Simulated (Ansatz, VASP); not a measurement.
## V in VASP and in Ansatz

The input INCAR:

```
ALGO = Normal
EDIFF = 1E-6
ENCUT = 520
ISIF = 2
ISMEAR = -1
LASPH = T
LCHARG = T
LELF = T
LREAL = F
LVHAR = T
LWAVE = F
NBANDS = 26
NELM = 60
PREC = Accurate
SIGMA = 0.1
```

KPOINTS

```
k-points
0
Gamma
  9 9 15
```

The input POSCAR:

```
V
1.0
    4.3667642712      0.0000000000      0.0000000000
   -2.1833821356      3.7817287912      0.0000000000
    0.0000000000      0.0000000000      2.3120998010
V
3
Direct
    0.0000000000      1.0000000000      0.0000000000
    0.3333333333      0.6666666667      0.5000000000
    0.6666666667      0.3333333333      0.5000000000
```

Input for Ansatz:

```yaml
crystal:
  lattice:
    - [4.3667642712, 0.0, 0.0]
    - [-2.1833821356, 3.7817287912, 0.0]
    - [0.0, 0.0, 2.312099801]
  atoms:
    - { symbol: V, position: [0.0, 1.0, 0.0] }
    - { symbol: V, position: [0.3333333333, 0.6666666667, 0.5] }
    - { symbol: V, position: [0.6666666667, 0.3333333333, 0.5] }
hamiltonian:
  xc: lda
  pseudopotentials:
    kind: paw
    azcp:
      V: "pseudopotentials/V.paw.azcp"
basis:
  ecutwfc: 420
  fft_grid_basis: typed
kpoints:
  mp_grid: { grid: [9, 9, 15], shift: [0, 0, 0] }
magnetization:
  spin_polarized: false
scf:
  occupations: { method: fermi_dirac, width: 0.1 }
  lower_state_search: "off"
output:
  stress: true
```

Alike in both runs: task single point; functional LDA; k mesh 9 × 9 × 15; occupations fermi-dirac, width 0.1 eV; no spin polarisation.

|  | VASP | Ansatz |
| --- | --- | --- |
| version | VASP 6.6.1 | Ansatz 0.2.0 |
| potentials or method | VASP PAW LDA potentials, release 64 (V_sv), cutoff 520 eV | plane waves (420 eV) with PAW, scalar-relativistic |
| valence electrons in the cell | 39 | 39 |

Ansatz gave:

| Quantity | Value |
| --- | --- |
| pressure (GPa) | -0.2 |
| traceless stress, the component that is largest in VASP (GPa) | 0.14 |

Question: Which values does VASP return?

Answer: Pressure (GPa): 0.5; traceless stress, the component that is largest in VASP (GPa): 0.56.

Ansatz warns that its potentials were made for another functional, while VASP's fit it. LDA's correlation is that of Perdew and Zunger in VASP and of Perdew and Wang (1992) in Ansatz.
